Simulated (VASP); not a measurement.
# TaSi2 (P6_222) in VASP: notebook, part 2 of 2

VASP 6.6.1.

**4. Single point, PBEsol (strain -0.050 along x and y, +0.025 along z)**

INCAR reads:

```
SYSTEM = TaSi2
  PREC = Accurate
  ENCUT = 520
  EDIFF = 1E-7
  ISMEAR = 0
  SIGMA = 0.15
  LREAL = .FALSE.
  LASPH = .TRUE.
  NELM = 80
  ALGO = Normal
  ISIF = 2
  LWAVE = .FALSE.
  LCHARG = .FALSE.
  GGA = PS
  NBANDS = 38
```

KPOINTS reads:

```
Automatic mesh
0
G
  12 12 6
  0 0 0
```

POSCAR reads:

```
TaSi2
1.0
    4.5228165553      0.0000000000      0.0000000000
   -2.2614082776      3.9168740336      0.0000000000
    0.0000000000      0.0000000000      6.7196787534
Ta Si
3 6
Direct
    0.5000000000      0.0000000000      0.5000000000
    0.5000000000      0.5000000000      0.8333333333
    0.0000000000      0.5000000000      0.1666666667
    0.1592675430      0.3185350860      0.5000000000
    0.8407324570      0.1592675430      0.8333333333
    0.6814649140      0.8407324570      0.1666666667
    0.8407324570      0.6814649140      0.5000000000
    0.1592675430      0.8407324570      0.8333333333
    0.3185350860      0.1592675430      0.1666666667
```

Potentials or basis: VASP PAW PBE potentials, release 64 (Ta_pv, Si).

Command:

```bash
$ cat potpaw_PBE.64/Ta_pv/POTCAR potpaw_PBE.64/Si/POTCAR > POTCAR
$ mpirun -np 1 vasp_std > vasp.out
```

OUTCAR:

```text
SYSTEM = TaSi2
   PREC = Accurate
   ENCUT = 520
   EDIFF = 1E-7
   ISMEAR = 0
   LREAL = .FALSE.
   LASPH = .TRUE.
   NELM = 80
   ISIF = 2
   GGA = PS

 ion  position               nearest neighbor table
   1  0.500  0.000  0.500-   4 2.58   7 2.58   4 2.58   7 2.58   9 2.61   6 2.61   5 2.61   8 2.61
                             4 2.67   7 2.67   2 3.18   2 3.18   3 3.18   3 3.18
   2  0.500  0.500  0.833-   8 2.58   5 2.58   8 2.58   5 2.58   4 2.61   7 2.61   6 2.61   9 2.61
                             8 2.67   5 2.67   1 3.18   1 3.18   3 3.18   3 3.18
   3  0.000  0.500  0.167-   6 2.58   9 2.58   9 2.58   6 2.58   4 2.61   7 2.61   5 2.61   8 2.61
                             6 2.67   9 2.67   1 3.18   1 3.18   2 3.18   2 3.18
   4  0.159  0.319  0.500-   7 2.50   9 2.56   5 2.56   1 2.58   1 2.58   3 2.61   2 2.61   1 2.67
                             7 2.67   7 2.67   8 3.11   6 3.11
   5  0.841  0.159  0.833-   8 2.50   4 2.56   6 2.56   2 2.58   2 2.58   1 2.61   3 2.61   2 2.67
                             8 2.67   8 2.67   7 3.11   9 3.11
   6  0.681  0.841  0.167-   9 2.50   7 2.56   5 2.56   3 2.58   3 2.58   1 2.61   2 2.61   3 2.67
                             9 2.67   9 2.67   4 3.11   8 3.11
   7  0.841  0.681  0.500-   4 2.50   6 2.56   8 2.56   1 2.58   1 2.58   3 2.61   2 2.61   1 2.67
                             4 2.67   4 2.67   5 3.11   9 3.11
[... 1195 lines left out ...]
     38      14.9036      0.00000

 [... further k-points ...]

------------------------ aborting loop because EDIFF is reached ----------------------------------------

  FORCE on cell =-STRESS in cart. coord.  units (eV):
  Direction    XX          YY          ZZ          XY          YZ          ZX
  --------------------------------------------------------------------------------------
  -------------------------------------------------------------------------------------
  Total       20.4865178     20.4865178     -0.0092476      0.0000000      0.0000000      0.0000000
  in kB      275.7284877    275.7284877     -0.1244640      0.0000000      0.0000000      0.0000000
  external PRESSURE =     183.7775038 kB  Pullay stress =       0.0000000 kB

 VOLUME and BASIS-vectors are now :
 -----------------------------------------------------------------------------
  energy-cutoff  :      520.00
  volume of cell :      119.04
      direct lattice vectors                 reciprocal lattice vectors
     4.522816555  0.000000000  0.000000000     0.221101163  0.127652816  0.000000000
    -2.261408278  3.916874034  0.000000000     0.000000000  0.255305632  0.000000000
     0.000000000  0.000000000  6.719678753     0.000000000  0.000000000  0.148816638

 POSITION                                       TOTAL-FORCE (eV/Angst)
 -----------------------------------------------------------------------------------
      2.26141      0.00000      3.35984         0.000000     -0.000000     -0.000000
      1.13070      1.95844      5.59973         0.000000     -0.000000      0.000000
     -1.13070      1.95844      1.11995         0.000000     -0.000000      0.000000
      0.00000      1.24766      3.35984         0.000000      0.338173     -0.000000
      3.44231      0.62383      5.59973        -0.292867      0.169087     -0.000000
      1.18090      3.29304      1.11995        -0.292867     -0.169087     -0.000000
      2.26141      2.66921      3.35984        -0.000000     -0.338173     -0.000000
     -1.18090      3.29304      5.59973         0.292867     -0.169087     -0.000000
      1.08051      0.62383      1.11995         0.292867      0.169087     -0.000000
 -----------------------------------------------------------------------------------
    total drift:                                0.000000      0.000000      0.000000

  FREE ENERGIE OF THE ION-ELECTRON SYSTEM (eV)
  ---------------------------------------------------
  free  energy   TOTEN  =       -76.3607146335 eV

  energy  without entropy=      -76.3225007617  energy(sigma->0) =      -76.34160770
```

OSZICAR:

```text
N       E                     dE             d eps       ncg     rms          rms(c)
DAV:   1     0.393733668868E+03    0.39373E+03   -0.28304E+04  5776   0.143E+03
DAV:   2    -0.579063592884E+02   -0.45164E+03   -0.43947E+03  6524   0.373E+02
DAV:   3    -0.780989178073E+02   -0.20193E+02   -0.19754E+02  7352   0.689E+01
DAV:   4    -0.784422416419E+02   -0.34332E+00   -0.34172E+00  7280   0.888E+00
DAV:   5    -0.784463611823E+02   -0.41195E-02   -0.41174E-02  7072   0.107E+00    0.377E+01
DAV:   6    -0.766579353240E+02    0.17884E+01   -0.56361E+00  7184   0.117E+01    0.182E+01
DAV:   7    -0.763827568962E+02    0.27518E+00   -0.49982E-01  7244   0.377E+00    0.404E+00
DAV:   8    -0.763613482562E+02    0.21409E-01   -0.26996E-02  6812   0.741E-01    0.497E-01
DAV:   9    -0.763607590411E+02    0.58922E-03   -0.23431E-03  7346   0.273E-01    0.212E-01
DAV:  10    -0.763607308730E+02    0.28168E-04   -0.15983E-04  7250   0.656E-02    0.549E-02
DAV:  11    -0.763607155468E+02    0.15326E-04   -0.24806E-05  7162   0.219E-02    0.113E-02
DAV:  12    -0.763607150243E+02    0.52248E-06   -0.15994E-06  7084   0.652E-03    0.224E-03
DAV:  13    -0.763607147995E+02    0.22479E-06   -0.19317E-07  4978   0.228E-03    0.231E-03
DAV:  14    -0.763607146417E+02    0.15778E-06   -0.50455E-08  4220   0.131E-03    0.331E-04
DAV:  15    -0.763607146335E+02    0.82218E-08   -0.61399E-09  4160   0.435E-04
   1 F= -.76360715E+02 E0= -.76341608E+02  d E =-.382139E-01
```

It took 3.7 min on 1 thread of AMD EPYC 9R45 (Zen 5), shared host; peak memory 0.38 GiB.

Results:

* Free energy: -76.3607 eV
* Pressure: 18.4 GPa
* Largest force: 0.338 eV/Å
* Band gap on the k mesh: zero (an odd number of electrons rules out a gap without spin polarisation)

Forces on the atoms (eV/Å):
```
Ta   0.000  0.000  0.000
Ta   0.000  0.000  0.000
Ta   0.000  0.000  0.000
Si   0.000  0.338  0.000
Si  -0.293  0.169  0.000
Si  -0.293 -0.169  0.000
Si   0.000 -0.338  0.000
Si   0.293 -0.169  0.000
Si   0.293  0.169  0.000
```

Caveat: the cell differs from its parent crystal (strain -0.050 along x and y, +0.025 along z); the cell stands under pressure; the PAW data sets were made with another functional, which shifts forces and pressure a little; spin-orbit coupling is left out, which moves the levels of the heavy elements.

**5. Single point, PBEsol (strain -0.025 along x and y, -0.025 along z)**

INCAR reads:

```
SYSTEM = TaSi2
PREC = Accurate
ENCUT = 520
EDIFF = 1E-6
ISMEAR = 0
SIGMA = 0.15
LREAL = .False.
LASPH = .True.
NELM = 100
ALGO = Normal
ISIF = 2
LWAVE = .False.
LCHARG = .False.
GGA = PS
NBANDS = 38
```

KPOINTS reads:

```
regular mesh
0
Gamma
  12 12 6
  0 0 0
```

POSCAR: that of step 4 with these lines changed.

```diff
@@ -2,5 +2,5 @@
 1.0
-    4.5228165553      0.0000000000      0.0000000000
-   -2.2614082776      3.9168740336      0.0000000000
-    0.0000000000      0.0000000000      6.7196787534
+    4.6418380436      0.0000000000      0.0000000000
+   -2.3209190218      4.0199496660      0.0000000000
+    0.0000000000      0.0000000000      6.3918895460
 Ta Si
```

Command:

```bash
$ cat potpaw_PBE.64/Ta_pv/POTCAR potpaw_PBE.64/Si/POTCAR > POTCAR
$ mpirun -np 1 vasp_std > vasp.out
```

Run time: 2.9 min. Hardware: 1 thread of AMD EPYC 9R45 (Zen 5), shared host; peak memory 0.38 GiB.

Results (log left out):

| Item | Value |
| --- | --- |
| Free energy | -76.8527 eV |
| Pressure | 18.2 GPa |
| Largest force | 0.009 eV/Å |
| Band gap on the k mesh | zero (an odd number of electrons rules out a gap without spin polarisation) |

Forces in eV/Å, atoms in the order of the input:
```
Ta   0.000  0.000  0.000
Ta   0.000  0.000  0.000
Ta   0.000  0.000  0.000
Si   0.000  0.009  0.000
Si  -0.007  0.004  0.000
Si  -0.007 -0.004  0.000
Si   0.000 -0.009  0.000
Si   0.007 -0.004  0.000
Si   0.007  0.004  0.000
```

Stress tensor (GPa, compression positive):
```
17.05  0.00  0.00
 0.00 17.05  0.00
 0.00  0.00 20.46
```

Levels at points of the mesh, in eV from the Fermi level:
```tsv
k point	band 25	band 26	band 27	band 28	band 29	band 30	band 31	band 32	band 33	band 34
(0.00, 0.00, 0.00)	-2.60	-2.44	-2.38	-2.38	-1.46	0.70	3.21	3.21	3.87	3.99
(0.50, 0.00, 0.00)	-2.26	-1.21	-0.88	-0.17	0.01	0.89	1.40	1.78	2.17	2.47
(0.00, 0.00, 0.50)	-2.53	-1.92	-1.77	-1.77	1.20	1.20	3.13	3.13	3.60	3.72
(0.50, 0.00, 0.50)	-2.24	-2.20	-1.89	-0.77	-0.23	1.72	2.22	2.83	2.83	2.91
```

Caveat: the cell differs from its parent crystal (strain -0.025 along x and y, -0.025 along z); the cell stands under pressure; the PAW data sets were made with another functional, which shifts forces and pressure a little; spin-orbit coupling is left out, which moves the levels of the heavy elements.

**6. The runs side by side**

```tsv
cell	gap on the mesh (eV)	pressure (GPa)	largest force (eV/Å)
a = 4.523, b = 4.523, c = 6.556 Å, angles 90.0, 90.0, 120.0°, 9 atoms	none	25.1	0.27
a = 4.642, b = 4.642, c = 6.228 Å, angles 90.0, 90.0, 120.0°, 9 atoms	none	26.6	0.11
a = 4.523, b = 4.523, c = 6.720 Å, angles 90.0, 90.0, 120.0°, 9 atoms	none	18.4	0.34
a = 4.642, b = 4.642, c = 6.392 Å, angles 90.0, 90.0, 120.0°, 9 atoms	none	18.2	0.01
```

Alike in all rows: task single point; level PBEsol; potentials or basis VASP PAW PBE potentials, release 64 (Ta_pv, Si); no spin polarisation; k mesh 12 × 12 × 6; cutoff (eV) 520; smearing gaussian 0.15 eV.

Caveats: the cell stands under pressure; the PAW data sets were made with another functional, which shifts forces and pressure a little; spin-orbit coupling is left out, which moves the levels of the heavy elements.

Total energies depend on the potentials used, so only differences within one code and one set of settings carry meaning.
